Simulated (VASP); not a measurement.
## Ti: single point with PBEsol

The system is Ti.

```xyz
2
Lattice="2.9500 0.0000 0.0000 -1.4750 2.5548 0.0000 0.0000 0.0000 4.8266" Properties=species:S:1:pos:R:3 pbc="T T T"
Ti    0.0000    1.7032    1.2066
Ti    1.4750    0.8516    3.6199
```

This cell differs from its parent crystal: strain +0.000 along x and y, +0.030 along z.

```json
{"Program": "VASP 6.6.1", "Task": "single point", "Functional": "PBEsol", "Potentials or basis": "VASP PAW PBE potentials, release 64 (Ti_sv)", "Cutoff": "520 eV", "k mesh": "18 × 18 × 10", "Occupations": "gaussian, width 0.15 eV", "Spin": "no spin polarisation"}
```

- Pressure: -8.8 GPa
- Band gap on the k mesh: zero (bands 12 and 13 overlap by 1.00 eV)

Stress tensor (GPa, compression positive):
```
 -7.64   0.00   0.00
  0.00  -7.64   0.00
  0.00   0.00 -11.03
```

Levels at points of the mesh, in eV from the Fermi level:
| k point | band 8 | band 9 | band 10 | band 11 | band 12 | band 13 | band 14 | band 15 | band 16 | band 17 |
| --- | --- | --- | --- | --- | --- | --- | --- | --- | --- | --- |
| (0.00, 0.00, 0.00) | -32.67 | -6.09 | -2.61 | 0.40 | 0.68 | 0.79 | 0.79 | 1.21 | 1.21 | 1.70 |
| (0.50, 0.00, 0.00) | -32.74 | -2.24 | -2.01 | -1.75 | -0.53 | 0.49 | 0.63 | 1.00 | 3.29 | 3.32 |
| (0.00, 0.00, 0.50) | -32.70 | -4.36 | -4.36 | -0.02 | -0.02 | 0.75 | 0.75 | 0.75 | 0.75 | 2.66 |
| (0.50, 0.00, 0.50) | -32.81 | -2.42 | -2.42 | -0.81 | -0.81 | 1.26 | 1.26 | 1.74 | 1.74 | 3.39 |

Wall time 14 min on 1 thread of AMD EPYC 7R43 64-Core Processor (Zen 3), on a shared host, peak memory 0.21 GiB.

Caveat: the cell differs from its parent crystal (strain +0.000 along x and y, +0.030 along z); the cell stands under tension; the PAW data sets were made with another functional, which shifts forces and pressure a little.
